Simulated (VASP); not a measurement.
A run of VASP 6.6.1 is set up as follows.

The input INCAR:

```
SYSTEM = KScSe2
PREC = Accurate
ENCUT = 520
EDIFF = 1E-6
ISMEAR = 0
SIGMA = 0.01
LREAL = .False.
LASPH = .True.
NELM = 60
ALGO = Normal
ISIF = 2
LWAVE = .False.
LCHARG = .False.
GGA = PE
NBANDS = 42
```

The input KPOINTS:

```
Automatic mesh
0
Gamma
  6 4 2
  0 0 0
```

POSCAR

```
KScSe2
1.0
    3.9702127106      0.0000000000      0.0000000000
    0.0000000000      5.9890624572      0.0000000000
    0.0000000000      0.0000000000      9.2771548968
K Se Sc
2 4 2
Direct
    0.0000000000      0.0000000000      0.8918243125
    0.5000000000      0.5000000000      0.1081756875
    0.0000000000      0.5000000000      0.8082447932
    0.5000000000      0.0000000000      0.1917552068
    0.0000000000      0.5000000000      0.4060193436
    0.5000000000      0.0000000000      0.5939806564
    0.0000000000      0.0000000000      0.3873383417
    0.5000000000      0.5000000000      0.6126616583
```

Potentials or basis: VASP PAW PBE potentials, release 64 (K_sv, Se, Sc_sv).

Command:

```sh
$ cat potpaw_PBE.64/K_sv/POTCAR potpaw_PBE.64/Se/POTCAR potpaw_PBE.64/Sc_sv/POTCAR > POTCAR
$ mpirun -np 1 vasp_std > vasp.out
```

(1) Predict the pressure.

(2) Predict the band gap on the k mesh.

(3) Predict the largest force.

Answers

(1) -1.2 GPa.

(2) 1.36 eV (least direct gap 1.44 eV).

(3) 0.127 eV/Å.
